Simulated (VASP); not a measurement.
**In: single point with PBEsol**

The system is In.

```
In
1.0
    -1.62615    1.60989    2.47395
     1.62615   -1.60989    2.47395
     1.62615    1.60989   -2.47395
In
1
Direct
  0.00000 0.00000 0.00000
```

This cell differs from its parent crystal: strain -0.0100 x Voigt [0, 1, 0, 0, 0, 0].

| Property | Result |
| --- | --- |
| Program | VASP 6.6.1 |
| Task | single point |
| Functional | PBEsol |
| Potentials or basis | VASP PAW PBE potentials, release 64 (In_d) |
| Cutoff | 520 eV |
| k mesh | 20 × 20 × 20 |
| Occupations | gaussian, width 0.15 eV |
| Spin | no spin polarisation |

```yaml
Pressure: -0.5 GPa
```

Stress tensor (GPa, compression positive):
```
-0.50  0.00  0.00
 0.00 -0.40  0.00
 0.00  0.00 -0.71
```

Levels at points of the mesh, in eV from the Fermi level:
```csv
k point,band 2,band 3,band 4,band 5,band 6,band 7,band 8,band 9,band 10,band 11
"(0.00, 0.00, 0.00)",-14.52,-14.50,-14.43,-14.32,-9.63,10.46,10.76,10.77,11.64,14.04
"(0.50, 0.00, 0.00)",-14.58,-14.50,-14.23,-14.18,-4.26,-3.41,7.52,9.16,11.08,11.46
"(0.00, 0.50, 0.00)",-14.60,-14.49,-14.23,-14.20,-4.38,-3.44,7.51,9.37,11.24,11.39
"(0.50, 0.50, 0.00)",-14.69,-14.23,-14.21,-14.12,-1.98,-1.61,3.50,3.96,7.04,7.38
"(0.50, 0.50, 0.50)",-14.68,-14.21,-14.18,-14.18,-2.99,-2.74,4.64,4.93,8.15,8.44
```

Run time: 3.5 min on 1 thread of Intel(R) Xeon(R) 6975P-C (Granite Rapids) (shared host), peak memory 0.45 GiB.

Caveat: the cell differs from its parent crystal (strain -0.0100 x Voigt [0, 1, 0, 0, 0, 0]); the PAW data sets were made with another functional, which shifts forces and pressure a little; spin-orbit coupling is left out, which moves the levels of the heavy elements.
